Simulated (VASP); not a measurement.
# Si16C (a cell with a defect) in VASP: notebook

Si16C (a cell with a defect) is run at these levels: PBE; tasks: single point.

Program: VASP 6.6.1. These are calculated values, not measurements. Logs are shortened: lines on timing, memory, paths and dates and some standing lists are left out, and cuts for length are marked.

### Step 1. The cell of the first run

The cell holds a defect, 17 atoms: a = 7.679 Å, b = 7.679 Å, c = 7.679 Å, α = 60.00°, β = 60.00°, γ = 60.00°.

### Step 2. Single point, PBE, collinear spin, zero start

File INCAR:

```
SYSTEM = Si16C
PREC = Accurate
ENCUT = 520
EDIFF = 1E-6
ISMEAR = 0
SIGMA = 0.05
LREAL = Auto
LASPH = .TRUE.
NELM = 150
ALGO = Normal
ISIF = 2
LWAVE = .FALSE.
LCHARG = .TRUE.
ISPIN = 2
MAGMOM = 0 0 0 0 0 0 0 0 0 0 0 0 0 0 0 0 0
LORBIT = 11
GGA = PE
LELF = .TRUE.
LVHAR = .TRUE.
NBANDS = 52
```

File KPOINTS:

```
regular mesh
0
G
  2 2 2
  0 0 0
```

File POSCAR:

```
Si16C
1.0
    0.0000000000      5.4300000000      5.4300000000
    5.4300000000      0.0000000000      5.4300000000
    5.4300000000      5.4300000000      0.0000000000
Si C
16 1
Direct
   -0.0483957643     -0.0309103131      0.0794429098
    0.1188183241      0.1079400552      0.1391227440
   -0.0067371087      0.0172004604      0.5137720994
    0.0917783610      0.1375083794      0.6709477901
   -0.0130479742      0.4769982505     -0.0051851750
    0.1136190608      0.6149616022      0.0926035912
    0.0585572744      0.4964493554      0.5145885820
    0.1506204420      0.6436519337      0.6376316759
    0.4917616943      0.0024933702     -0.0040171271
    0.5905484346      0.1519968692      0.1200184162
    0.4624093923      0.0355900552      0.4969554328
    0.6189486188      0.1278381215      0.6213747698
    0.4968920810      0.5236476980     -0.0434370166
    0.6132860958      0.6278814917      0.1097466851
    0.5165197974      0.5005210866      0.4834166667
    0.6474280847      0.6678995396      0.5494190608
    0.9082923573      0.7069925414      0.3337575506
```

Potentials or basis: VASP PAW PBE potentials, release 64 (Si, C).

Run with:

```console
$ cat potpaw_PBE.64/Si/POTCAR potpaw_PBE.64/C/POTCAR > POTCAR
$ mpirun -np 1 vasp_std > vasp.out
```

OUTCAR:

```text
SYSTEM = Si16C
   PREC = Accurate
   ENCUT = 520
   EDIFF = 1E-6
   ISMEAR = 0
   LREAL = Auto
   LASPH = .TRUE.
   NELM = 150
   ISIF = 2
   ISPIN = 2
   LORBIT = 11
   GGA = PE

 ion  position               nearest neighbor table
   1  0.952  0.969  0.079-  17 2.02   6 2.33  10 2.33   2 2.33   4 2.57
   2  0.119  0.108  0.139-   5 2.32   1 2.33   9 2.34   3 2.36
   3  0.993  0.017  0.514-   8 2.36  12 2.36   2 2.36   4 2.37
   4  0.092  0.138  0.671-   7 2.32  11 2.35   3 2.37   1 2.57
   5  0.987  0.477  0.995-   6 2.28   8 2.32   2 2.32  14 2.35
   6  0.114  0.615  0.093-  17 1.92   5 2.28   1 2.33  13 2.42   7 2.75
   7  0.059  0.496  0.515-  17 1.83   8 2.28   4 2.32  16 2.67   6 2.75
   8  0.151  0.644  0.638-   7 2.28  15 2.32   5 2.32   3 2.36
   9  0.492  0.002  0.996-  10 2.34   2 2.34  12 2.35  14 2.35
  10  0.591  0.152  0.120-   1 2.33   9 2.34  13 2.35  11 2.36
  11  0.462  0.036  0.497-   4 2.35  12 2.35  16 2.36  10 2.36
  12  0.619  0.128  0.621-  15 2.34   9 2.35  11 2.35   3 2.36
  13  0.497  0.524  0.957-  10 2.35  14 2.35   6 2.42  16 2.56
  14  0.613  0.628  0.110-   5 2.35   9 2.35  15 2.35  13 2.35
  15  0.517  0.501  0.483-  16 2.32   8 2.32  12 2.34  14 2.35
  16  0.647  0.668  0.549-  17 1.91  15 2.32  11 2.36  13 2.56   7 2.67
  17  0.908  0.707  0.334-   7 1.83  16 1.91   6 1.92   1 2.02

  LATTYP: Found a face centered cubic cell.
 ALAT       =    10.8600000000

  Lattice vectors:

 A1 = (   0.0000000000,   5.4300000000,   5.4300000000)
 A2 = (   5.4300000000,   0.0000000000,   5.4300000000)
 A3 = (   5.4300000000,   5.4300000000,   0.0000000000)

Analysis of symmetry for initial positions (statically):
=====================================================================
 Subroutine PRICEL returns:
 Original cell was already a primitive cell.

 Routine SETGRP: Setting up the symmetry group for a
 face centered cubic supercell.

 Subroutine GETGRP returns: Found  1 space group operations
 (whereof  1 operations were pure point group operations)
 out of a pool of 48 trial point group operations.

The static configuration has the point symmetry C_1 .

Analysis of symmetry for dynamics (positions and initial velocities):
=====================================================================
 Subroutine PRICEL returns:
 Original cell was already a primitive cell.

 Routine SETGRP: Setting up the symmetry group for a
 face centered cubic supercell.

 Subroutine GETGRP returns: Found  1 space group operations
 (whereof  1 operations were pure point group operations)
 out of a pool of 48 trial point group operations.

The dynamic configuration has the point symmetry C_1 .

Analysis of structural, dynamic, and magnetic symmetry:
=====================================================================
 Subroutine PRICEL returns:
 Original cell was already a primitive cell.

 Routine SETGRP: Setting up the symmetry group for a
 face centered cubic supercell.

 Subroutine GETGRP returns: Found  1 space group operations
 (whereof  1 operations were pure point group operations)
 out of a pool of 48 trial point group operations.

The overall configuration has the point symmetry C_1 .

 Subroutine INISYM returns: Found  1 space group operations
 (whereof  1 operations are pure point group operations),
 and found     1 'primitive' translations

----------------------------------------------------------------------------------------

                                     Primitive cell

  volume of cell :     320.2060

  direct lattice vectors                    reciprocal lattice vectors
     0.000000000  5.430000000  5.430000000    -0.092081031  0.092081031  0.092081031
     5.430000000  0.000000000  5.430000000     0.092081031 -0.092081031  0.092081031
     5.430000000  5.430000000  0.000000000     0.092081031  0.092081031 -0.092081031

  length of vectors
     7.679179644  7.679179644  7.679179644     0.159489025  0.159489025  0.159489025

  position of ions in fractional coordinates (direct lattice)
     0.951604236  0.969089687  0.079442910
     0.118818324  0.107940055  0.139122744
     0.993262891  0.017200460  0.513772099
     0.091778361  0.137508379  0.670947790
     0.986952026  0.476998251  0.994814825
     0.113619061  0.614961602  0.092603591
[... 9 lines left out ...]
     0.647428085  0.667899540  0.549419061
     0.908292357  0.706992541  0.333757551

  ion indices of the primitive-cell ions
   primitive index   ion index
                 1           1
                 2           2
                 3           3
                 4           4
                 5           5
                 6           6
[... 9 lines left out ...]
                16          16
                17          17

----------------------------------------------------------------------------------------

 KPOINTS: regular mesh

Automatic generation of k-mesh.
 Grid dimensions read from file:
 generate k-points for:    2    2    2

 Generating k-lattice:

  Cartesian coordinates                     Fractional coordinates (reciprocal lattice)
    -0.046040516  0.046040516  0.046040516     0.500000000  0.000000000  0.000000000
     0.046040516 -0.046040516  0.046040516     0.000000000  0.500000000  0.000000000
     0.046040516  0.046040516 -0.046040516     0.000000000  0.000000000  0.500000000

  Length of vectors
     0.079744512  0.079744512  0.079744512

  Shift w.r.t. Gamma in fractional coordinates (k-lattice)
     0.000000000  0.000000000  0.000000000

 Subroutine IBZKPT returns following result:
 ===========================================

 Found      8 irreducible k-points:

 Following reciprocal coordinates:
            Coordinates               Weight
  0.000000  0.000000  0.000000      1.000000
  0.500000  0.000000  0.000000      1.000000
  0.000000  0.500000  0.000000      1.000000
  0.000000  0.000000  0.500000      1.000000
  0.500000  0.500000  0.500000      1.000000
  0.500000  0.500000  0.000000      1.000000
  0.000000  0.500000  0.500000      1.000000
  0.500000  0.000000  0.500000      1.000000
   k-points           NKPTS =      8   k-points in BZ     NKDIM =      8   number of bands    NBANDS=     52
   number of dos      NEDOS =    301   number of ions     NIONS =     17
   total plane-waves  NPLWV = 216000
[... 12 lines left out ...]
   LASPH  =      T    aspherical Exc in radial PAW
   ENCUT  =  520.0 eV  38.22 Ry    6.18 a.u.  14.28 14.28 14.28*2*pi/ulx,y,z
   NELM   =    150;   NELMIN=  2; NELMDL= -5     # of ELM steps
   EDIFF  = 0.1E-05   stopping-criterion for ELM
   LREAL  =      T    real-space projection
   EDIFFG = 0.1E-04   stopping-criterion for IOM
   NSW    =      0    number of steps for IOM
   IBRION =     -1    ionic relax: 0-MD 1-quasi-New 2-CG
   NFREE  =      0    steps in history (QN), initial steepest desc. (CG)
   ISIF   =      2    stress and relaxation
   ISYM   =      2    0-nonsym 1-usesym 2-fastsym
   POTIM  = 0.5000    time-step for ionic-motion
   TEBEG  =    0.0;   TEEND  =   0.0 temperature during run
   PSTRESS=    0.0 pullay stress
   NELECT =      68.0000    total number of electrons
   NUPDOWN=      -1.0000    fix difference up-down
   EMIN   =  10.00;   EMAX   =-10.00  energy-range for DOS
   EFERMI =   0.00;   METHOD = LEGACY
   ISMEAR =     0;   SIGMA  =   0.05  broadening in eV -4-tet -1-fermi 0-gaus
   EFERMI_NEDOS =   21; number of points for ismear=-14 and -15
   IALGO  =     38    algorithm
   IMIX   =      4    mixing-type and parameters
     AMIX     =   0.40;   BMIX     =  1.00
     AMIX_MAG =   1.60;   BMIX_MAG =  1.00
  volume/ion in A,a.u.               =      18.84       127.11
  Fermi-wavevector in a.u.,A,eV,Ry     =   0.976715  1.845724 12.979587  0.953973
  Thomas-Fermi vector in A             =   2.107356
   LORBIT       =     11    0 simple, 1 ext, 2 COOP (PROOUT), +10 PAW based schemes
   GGA     = PE    functional components
   LHFCALC =     F    Hartree Fock is set to
   AEXX    =    0.0000 exact exchange contribution
   IVDW    =     0    specifies the selected vdW correction
   LEPSILON=     F    determine dielectric tensor
   LRPA    =     F    only Hartree local field effects (RPA)
 spin polarized calculation
 Gauss-broadening in eV      SIGMA  =   0.05
  energy-cutoff  :      520.00
  volume of cell :      320.21
 maximum number of plane-waves:      8646
 NGX is ok and might be reduce to    60
   NGX = 29   NGY = 29   NGZ = 29

 number of electron      68.0000000 magnetization      -0.0000003

 number of electron      68.0000000 magnetization       0.0000000

 Free energy of the ion-electron system (eV)
  ---------------------------------------------------
  ext. energy  EPLUGINS =         0.00000000
  ---------------------------------------------------
  free energy    TOTEN  =       -90.98472075 eV

  energy without entropy =      -90.98469260  energy(sigma->0) =      -90.98470667

 E-fermi :   6.2466     XC(G=0):  -9.5769

 val. band max:        6.1290578567   @ k =   0.5000   0.0000   0.5000
 cond. band min:       6.3640782145   @ k =   0.0000   0.0000   0.0000
 fundamental gap:      0.2350203578
 Fermi energy:         6.2465676604

 spin component 1

 k-point     1 :       0.0000    0.0000    0.0000
  band No.  band energies     occupation
      1      -7.5159      1.00000
      2      -5.3126      1.00000
      3      -4.0281      1.00000
      4      -3.8110      1.00000
      5      -3.5553      1.00000
      6      -2.9013      1.00000
[... 38 lines left out ...]
     45       8.4506      0.00000
     46       8.5886      0.00000
[... 301 lines left out ...]
      5      -4.0001      1.00000
      6      -3.8421      1.00000
[... 38 lines left out ...]
     45      10.0166      0.00000
     46      10.3967      0.00000
 Fermi energy:         6.2465676604

 spin component 2

 k-point     1 :       0.0000    0.0000    0.0000
  band No.  band energies     occupation
      1      -7.5159      1.00000
      2      -5.3126      1.00000
      3      -4.0281      1.00000
      4      -3.8110      1.00000
      5      -3.5553      1.00000
      6      -2.9013      1.00000
[... 38 lines left out ...]
     45       8.4506      0.00000
     46       8.5886      0.00000
[... 301 lines left out ...]
      5      -4.0001      1.00000
      6      -3.8421      1.00000
[... 38 lines left out ...]
     45      10.0166      0.00000
     46      10.3967      0.00000
 [bands above 46 left out]

------------------------ aborting loop because EDIFF is reached ----------------------------------------

  FORCE on cell =-STRESS in cart. coord.  units (eV):
  Direction    XX          YY          ZZ          XY          YZ          ZX
  --------------------------------------------------------------------------------------
  -------------------------------------------------------------------------------------
  Total        4.8405176      7.7776593      2.9611411      1.1302627      2.2765169      3.6468338
  in kB       24.2199308     38.9161631     14.8163149      5.6553630     11.3907412     18.2472349
  external PRESSURE =      25.9841363 kB  Pullay stress =       0.0000000 kB

 VOLUME and BASIS-vectors are now :
 -----------------------------------------------------------------------------
  energy-cutoff  :      520.00
  volume of cell :      320.21
      direct lattice vectors                 reciprocal lattice vectors
     0.000000000  5.430000000  5.430000000    -0.092081031  0.092081031  0.092081031
     5.430000000  0.000000000  5.430000000     0.092081031 -0.092081031  0.092081031
     5.430000000  5.430000000  0.000000000     0.092081031  0.092081031 -0.092081031

 POSITION                                       TOTAL-FORCE (eV/Angst)
 -----------------------------------------------------------------------------------
      5.69353      5.59859     10.42937        -0.004571      0.010204     -0.009684
      1.34155      1.40062      1.23130         0.012556     -0.000528     -0.001728
      2.88318      8.18320      5.48682        -0.001587     -0.001505     -0.002997
      4.38992      4.14160      1.24503        -0.010035     -0.004215      0.003333
      7.99194     10.76099      7.94925        -0.002166      0.010501      0.006023
      3.84208      1.11979      3.95619        -0.005694     -0.000347      0.001545
[... 9 lines left out ...]
      6.61004      6.49888      7.14223         0.000523     -0.009122     -0.008492
      5.65127      6.74433      8.77100         0.002750     -0.013007      0.001240
 -----------------------------------------------------------------------------------
    total drift:                               -0.009533      0.003920     -0.009026

  FREE ENERGIE OF THE ION-ELECTRON SYSTEM (eV)
  ---------------------------------------------------
  free  energy   TOTEN  =       -90.9847207488 eV

  energy  without entropy=      -90.9846925966  energy(sigma->0) =      -90.98470667

 total charge

# of ion       s       p       d       tot
------------------------------------------
    1        0.738   0.906   0.000   1.644
    2        0.748   0.951   0.000   1.699
    3        0.743   0.938   0.000   1.681
    4        0.776   0.892   0.000   1.669
    5        0.746   0.969   0.000   1.715
    6        0.762   0.906   0.000   1.668
[... 9 lines left out ...]
   16        0.747   0.891   0.000   1.638
   17        0.881   1.569   0.000   2.450
--------------------------------------------------
tot         12.891  16.477   0.000  29.368

 magnetization (x)

# of ion       s       p       d       tot
------------------------------------------
    1       -0.000   0.000   0.000  -0.000
    2       -0.000  -0.000   0.000  -0.000
    3        0.000   0.000   0.000   0.000
    4       -0.000  -0.000   0.000  -0.000
    5       -0.000  -0.000   0.000  -0.000
    6       -0.000  -0.000   0.000  -0.000
[... 9 lines left out ...]
   16       -0.000   0.000   0.000  -0.000
   17        0.000  -0.000   0.000  -0.000
--------------------------------------------------
tot          0.000  -0.000   0.000  -0.000
```

Run time: 6.9 min. Hardware: 1 thread of Intel Xeon 6975P-C (Granite Rapids), shared host; peak memory 0.7 GiB.

Results:

```
Free energy                                           : -90.9847 eV
Pressure                                              : 2.6 GPa
Largest force                                         : 0.016 eV/Å
Band gap on the k mesh                                : 0.23 eV
Net moment                                            : 0.00 μB per cell
Valence electrons inside the program's atomic spheres : Si 1.64, 1.70, 1.68, 1.67, 1.72, 1.69, 1.65; C 2.45
```

Forces on the atoms (eV/Å):
```
Si  -0.005  0.010 -0.010
Si   0.013 -0.001 -0.002
Si  -0.002 -0.002 -0.003
Si  -0.010 -0.004  0.003
Si  -0.002  0.011  0.006
Si  -0.006  0.000  0.002
Si  -0.002  0.006  0.000
Si  -0.002  0.003  0.006
Si  -0.004 -0.001  0.003
Si   0.011 -0.004  0.000
Si  -0.003  0.007 -0.003
Si  -0.005 -0.004  0.005
Si   0.000 -0.010 -0.002
Si   0.001  0.000 -0.001
Si   0.012  0.011  0.003
Si   0.001 -0.009 -0.008
C    0.003 -0.013  0.001
```

Stress tensor (GPa, compression positive):
```
2.42 0.57 1.82
0.57 3.89 1.14
1.82 1.14 1.48
```

Caveat: the k points lie up to 0.50 Å⁻¹ apart.

### Step 3. Single point, PBE, collinear spin, zero start

File INCAR:

```
PREC = Accurate
ENCUT = 520
EDIFF = 1E-6
ISMEAR = 0
SIGMA = 0.05
LREAL = Auto
LASPH = True
NELM = 150
ALGO = Normal
ISIF = 2
LWAVE = False
LCHARG = False
ISPIN = 2
MAGMOM = 0 0 0 0 0 0 0 0 0 0 0 0 0 0 0 0 0
LORBIT = 11
GGA = PE
NBANDS = 52
```

File KPOINTS:

```
regular mesh
0
Gamma
  2 2 2
```

File POSCAR:

```
Si16C
1.0
    0.0000000000      5.4300000000      5.4300000000
    5.4300000000      0.0000000000      5.4300000000
    5.4300000000      5.4300000000      0.0000000000
Si C
16 1
Direct
   -0.0047501842      0.0303593923     -0.0302072744
    0.1242425414      0.1325394107      0.1122651934
    0.0025229282      0.0146461326      0.4863015654
    0.1485887661      0.1292432781      0.6012191529
   -0.0186699816      0.5048057090      0.0175073665
    0.0604348987      0.6619739411      0.1473814917
    0.0394714549      0.4795948435      0.5664451197
    0.1433829650      0.6460417127      0.6550610497
    0.4980558011      0.0060721915     -0.0053406998
    0.6207324125      0.1517766114      0.1001895028
    0.5234482505     -0.0033534070      0.4723574586
    0.6298344383      0.1120751381      0.6215911602
    0.4605264273      0.5251058011     -0.0023350829
    0.6075332413      0.6314015654      0.1185628913
    0.5008568140      0.4846912523      0.4926859116
    0.6083771639      0.6303668508      0.6055554328
    0.8663924494      0.6732779006      0.4131075506
```

Potentials or basis: VASP PAW PBE potentials, release 64 (Si, C).

Run with:

```console
$ cat potpaw_PBE.64/Si/POTCAR potpaw_PBE.64/C/POTCAR > POTCAR
$ mpirun -np 1 vasp_std > vasp.out
```

It took 6.3 min on 1 thread of Intel Xeon 6975P-C (Granite Rapids), shared host; peak memory 0.71 GiB.

The run converged. Its results:

| Item | Value |
| --- | --- |
| Free energy | -91.0065 eV |
| Pressure | 3.6 GPa |
| Largest force | 0.172 eV/Å |
| Band gap on the k mesh | zero (filled and empty bands overlap) |
| Net moment | 0.00 μB per cell |
| Valence electrons inside the program's atomic spheres | Si 1.70, 1.69, 1.71, 1.66, 1.73, 1.68, 1.65, 1.67; C 2.46 |

Forces in eV/Å, atoms in the order of the input:
```
Si   0.066  0.092 -0.130
Si   0.014  0.032 -0.036
Si   0.031  0.012 -0.012
Si   0.059  0.025 -0.065
Si  -0.061 -0.016 -0.020
Si  -0.116 -0.028  0.029
Si  -0.017  0.003  0.061
Si  -0.003 -0.016  0.025
Si   0.006 -0.017 -0.006
Si   0.017 -0.005 -0.045
Si   0.107 -0.083 -0.051
Si   0.027  0.013  0.017
Si  -0.047 -0.017  0.040
Si   0.010 -0.002  0.013
Si   0.004  0.008  0.049
Si   0.005 -0.029  0.078
C   -0.101  0.028  0.054
```

Stress tensor (GPa, compression positive):
```
2.31 0.32 1.29
0.32 5.94 0.61
1.29 0.61 2.51
```

Levels at points of the mesh, in eV from the Fermi level:
Spin up:
| k point | band 30 | band 31 | band 32 | band 33 | band 34 | band 35 | band 36 | band 37 | band 38 | band 39 |
| --- | --- | --- | --- | --- | --- | --- | --- | --- | --- | --- |
| (0.00, 0.00, 0.00) | -1.34 | -1.16 | -0.77 | -0.53 | -0.41 | -0.27 | 0.14 | 0.39 | 0.60 | 0.64 |
| (0.50, 0.00, 0.00) | -1.51 | -1.33 | -1.27 | -0.99 | -0.34 | 0.67 | 0.85 | 1.10 | 1.18 | 1.27 |
| (0.00, 0.50, 0.00) | -1.71 | -1.21 | -1.11 | -0.97 | -0.19 | 0.66 | 0.69 | 1.10 | 1.14 | 1.31 |
| (0.00, 0.00, 0.50) | -1.47 | -1.34 | -1.19 | -0.96 | -0.45 | 0.63 | 0.90 | 1.05 | 1.18 | 1.28 |
| (0.50, 0.50, 0.50) | -1.69 | -1.24 | -1.21 | -0.80 | -0.14 | 0.45 | 0.75 | 1.00 | 1.15 | 1.32 |
| (0.50, 0.50, 0.00) | -1.86 | -1.64 | -1.59 | -0.99 | -0.80 | 0.74 | 1.08 | 1.42 | 1.90 | 2.10 |
| (0.00, 0.50, 0.50) | -1.85 | -1.79 | -1.66 | -0.97 | -0.75 | 0.86 | 1.16 | 1.44 | 1.94 | 2.12 |
| (0.50, 0.00, 0.50) | -1.76 | -1.71 | -1.69 | -0.99 | 0.21 | 0.56 | 0.94 | 1.41 | 1.79 | 1.85 |
Spin down:
```
           k point  band 32  band 33  band 34  band 35  band 36  band 37
(0.00, 0.00, 0.00)    -0.77    -0.53    -0.41    -0.27     0.14     0.39
(0.50, 0.00, 0.00)    -1.27    -0.99    -0.34     0.67     0.85     1.10
(0.00, 0.50, 0.00)    -1.11    -0.97    -0.19     0.66     0.69     1.10
(0.00, 0.00, 0.50)    -1.19    -0.96    -0.45     0.63     0.90     1.05
(0.50, 0.50, 0.50)    -1.21    -0.80    -0.14     0.45     0.75     1.00
(0.50, 0.50, 0.00)    -1.59    -0.99    -0.80     0.74     1.08     1.42
(0.00, 0.50, 0.50)    -1.66    -0.97    -0.75     0.86     1.16     1.44
(0.50, 0.00, 0.50)    -1.69    -0.99     0.21     0.56     0.94     1.41
```

Caveat: the k points lie up to 0.50 Å⁻¹ apart.
